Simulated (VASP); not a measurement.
Set up this calculation in VASP 6.6.1, as the native input.

- Task: relaxation of cell and atoms
- Functional: PBE
- Potentials or basis: VASP PAW PBE potentials, release 64 (Si, P)
- Cutoff: 600 eV
- k mesh: 6 × 6 × 6
- Occupations: gaussian, width 0.1 eV
- Spin: no spin polarisation
- Dipole correction: no
- Further INCAR settings: ALGO = Normal; EDIFF = 1e-06; IBRION = 2; EDIFFG = -0.04; NSW = 90; ISIF = 3

The structure of SiP5 lies in POSCAR:

```
SiP5
1.0
    3.0961557113      1.7875663334      3.1576577583
   -3.0961557113      1.7875663334      3.1576577583
    0.0000000000     -3.5751326668      3.1576577583
Si P
1 5
Direct
    0.5000000000      0.5000000000      0.5000000000
    0.5000000000      0.5000000000      0.0000000000
    0.0000000000      0.5000000000      0.5000000000
    0.5000000000      0.0000000000      0.5000000000
    0.8266636617      0.8266636617      0.8266636617
    0.1733363383      0.1733363383      0.1733363383
```

The cell was built from a structure type or drawn by symmetry, and may not be a known phase.

One way to write it, as run:

INCAR

```
PREC = Accurate
ENCUT = 600
EDIFF = 1E-6
ISMEAR = 0
SIGMA = 0.1
LREAL = F
LASPH = T
NELM = 100
ALGO = Normal
ISIF = 3
LWAVE = F
LCHARG = F
GGA = PE
IBRION = 2
NSW = 90
EDIFFG = -0.04
```

KPOINTS

```
regular mesh
0
Gamma
  6 6 6
```

Potentials or basis: VASP PAW PBE potentials, release 64 (Si, P).

The run is started by

```bash
$ cat potpaw_PBE.64/Si/POTCAR potpaw_PBE.64/P/POTCAR > POTCAR
$ mpirun -np 1 vasp_std > vasp.out
```

It gave:

* Relaxed volume: 16.68 Å³/atom
* Relaxed cell: a = 4.660 Å, b = 4.660 Å, c = 4.660 Å, α = 84.95°, β = 84.95°, γ = 84.95°
* Space group after relaxing (to 0.1 Å): R-3m (No. 166)
* Energy gained by relaxing: 8.5 meV/atom
* Ionic steps: 16
* Pressure after relaxing: 0.0 GPa
* Largest force after relaxing: 0.037 eV/Å
* Band gap on the k mesh: zero (an odd number of electrons rules out a gap without spin polarisation)

Run time: 5 min on 1 thread of AMD EPYC 9R45 96-Core Processor (Zen 5) (shared host), peak memory 0.24 GiB.
